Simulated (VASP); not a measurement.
Write the native input for VASP 6.6.1 that does the following.

* Task: single point
* Functional: PBE
* Potentials or basis: VASP PAW PBE potentials, release 64 (Ta_pv, F)
* Cutoff: 600 eV
* k mesh: 7 × 7 × 7
* Occupations: gaussian, width 0.2 eV
* Spin: no spin polarisation
* Dipole correction: no
* Further INCAR settings: ALGO = Normal; EDIFF = 1e-06; NBANDS = 16

The structure of TaF lies in POSCAR:

```
TaF
1.0
    0.0000000000      2.3983042182      2.3983042182
    2.3983042182      0.0000000000      2.3983042182
    2.3983042182      2.3983042182      0.0000000000
Ta F
1 1
Direct
    0.0000000000      0.0000000000      0.0000000000
    0.5000000000      0.5000000000      0.5000000000
```

The cell was generated, and may not be a known phase.

The input as run:

INCAR

```
ALGO = Normal
EDIFF = 1E-6
ENCUT = 600
GGA = PE
GGA_COMPAT = False
ISIF = 2
ISMEAR = 0
LASPH = True
LCHARG = True
LELF = True
LREAL = False
LVHAR = True
LWAVE = False
NBANDS = 16
NELM = 120
PREC = Accurate
SIGMA = 0.2
```

KPOINTS

```
k-points
0
Gamma
  7 7 7
```

Potentials or basis: VASP PAW PBE potentials, release 64 (Ta_pv, F).

The run is started by

```bash
$ cat potpaw_PBE.64/Ta_pv/POTCAR potpaw_PBE.64/F/POTCAR > POTCAR
$ mpirun -np 1 vasp_std > vasp.out
```

Results of the run:

The pressure is 0.5 GPa and the band gap on the k mesh is zero (bands 9 and 10 overlap by 1.89 eV).

Caveat: spin-orbit coupling is left out, which moves the levels of the heavy elements.

Wall time 11 s on 1 thread of Intel(R) Xeon(R) Platinum 8375C CPU @ 2.90GHz (Ice Lake) (shared host), peak memory 0.16 GiB.
